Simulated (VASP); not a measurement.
C:

```xyz
2
Lattice="0.0000 1.7834 1.7834 1.7834 0.0000 1.7834 1.7834 1.7834 0.0000" Properties=species:S:1:pos:R:3 pbc="T T T"
C     1.7834    1.7834    1.7834
C     2.6751    2.6751    2.6751
```

| Property | Result |
| --- | --- |
| Program | VASP 6.6.1 |
| Task | relaxation of cell and atoms |
| Functional | LDA |
| Potentials or basis | VASP PAW LDA potentials, release 64 (C) |
| Cutoff | 600 eV |
| k mesh | 10 × 10 × 10 |
| Occupations | gaussian, width 0.1 eV |
| Spin | no spin polarisation |

At the start: pressure -12.4 GPa; volume 5.67 Å³/atom.

How do energy, volume and symmetry change on relaxing?

Over 3 steps the energy falls by 6.2 meV/atom and the volume is 5.52 Å³/atom (-2.7 %); space group Fd-3m (No. 227, to 0.1 Å) before and after.

Step by step:
```tsv
step	energy change (eV)	largest force (eV/Å)	pressure (GPa)	volume (Å³)
1	0.0000	0.0000	-12.39	11.34
2	0.0090	0.0000	17.98	10.64
3	-0.0124	0.0000	-0.11	11.03
```

Final structure:
```xyz
2
Lattice="0.0000 1.7670 1.7670 1.7670 0.0000 1.7670 1.7670 1.7670 0.0000" Properties=species:S:1:pos:R:3 pbc="T T T"
C     1.7670    1.7670    1.7670
C     2.6504    2.6504    2.6504
```
